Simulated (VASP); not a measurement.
Set up this calculation in VASP 6.6.1, as the native input.

| Quantity | Value |
| --- | --- |
| Task | single point |
| Functional | PBEsol |
| Potentials or basis | VASP PAW PBE potentials, release 64 (Zn) |
| Cutoff | 520 eV |
| k mesh | 24 × 24 × 10 |
| Occupations | gaussian, width 0.15 eV |
| Spin | no spin polarisation |
| Dipole correction | no |
| Further INCAR settings | ALGO = Fast; EDIFF = 1e-07; NBANDS = 19 |

The structure of Zn lies in POSCAR:

```
Zn
1.0
    2.7047700240      0.0000000000      0.0000000000
   -1.3523850120      2.3423995522      0.0000000000
    0.0000000000      0.0000000000      5.0209005000
Zn
2
Direct
    0.3333333333      0.6666666667      0.2500000000
    0.6666666667      0.3333333333      0.7500000000
```

This cell differs from its parent crystal: strain +0.015 along x and y, +0.015 along z.

These files were run (other wordings do the same):

INCAR

```
SYSTEM = Zn
  ALGO = Fast
  EDIFF = 1E-7
  ENCUT = 520
  GGA = PS
  ISIF = 2
  ISMEAR = 0
  LASPH = .True.
  LCHARG = .True.
  LELF = .True.
  LREAL = .False.
  LVHAR = .True.
  LWAVE = .False.
  NBANDS = 19
  NELM = 80
  PREC = Accurate
  SIGMA = 0.15
```

KPOINTS

```
k-points
0
Gamma
  24 24 10
  0 0 0
```

Potentials or basis: VASP PAW PBE potentials, release 64 (Zn).

Launch:

```bash
$ cat potpaw_PBE.64/Zn/POTCAR > POTCAR
$ mpirun -np 1 vasp_std > vasp.out
```

It gave:

```
Pressure               : -7.6 GPa
Band gap on the k mesh : zero (bands 12 and 13 overlap by 4.47 eV)
```

Caveat: the cell differs from its parent crystal (strain +0.015 along x and y, +0.015 along z); the cell stands under tension; the PAW data sets were made with another functional, which shifts forces and pressure a little.

It took 2.5 min on 1 thread of Intel(R) Xeon(R) Platinum 8488C (Sapphire Rapids), on a shared host, peak memory 0.28 GiB.
